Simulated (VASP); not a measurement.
Here is a VASP 6.6.1 calculation.

INCAR

```
SYSTEM = SiNi
ALGO = Normal
EDIFF = 1E-6
ENCUT = 520
ISIF = 2
ISMEAR = 0
LASPH = .TRUE.
LCHARG = .FALSE.
LREAL = .FALSE.
LWAVE = .FALSE.
NBANDS = 38
NELM = 60
PREC = Accurate
SIGMA = 0.1
```

Contents of KPOINTS:

```
k-points
0
G
  8 8 8
  0 0 0
```

The input POSCAR:

```
SiNi
1.0
    4.4306934275      0.0000000000      0.0000000000
    0.0000000000      4.4306934275      0.0000000000
    0.0000000000      0.0000000000      4.4306934275
Si Ni
4 4
Direct
    0.6536881468      0.1536881468      0.3463118532
    0.1536881468      0.3463118532      0.6536881468
    0.3463118532      0.6536881468      0.1536881468
    0.8463118532      0.8463118532      0.8463118532
    0.3508010279      0.8508010279      0.6491989721
    0.8508010279      0.6491989721      0.3508010279
    0.6491989721      0.3508010279      0.8508010279
    0.1491989721      0.1491989721      0.1491989721
```

Potentials or basis: VASP PAW LDA potentials, release 64 (Si, Ni).

The run is started by

```console
$ cat potpaw_LDA.64/Si/POTCAR potpaw_LDA.64/Ni/POTCAR > POTCAR
$ mpirun -np 1 vasp_std > vasp.out
```

(1) Predict the band gap on the k mesh.

(2) Predict the pressure.

Answers

(1) zero (band 28 reaches 13.69 eV, above the bottom of band 29 at 12.41 eV).

(2) 0.3 GPa.
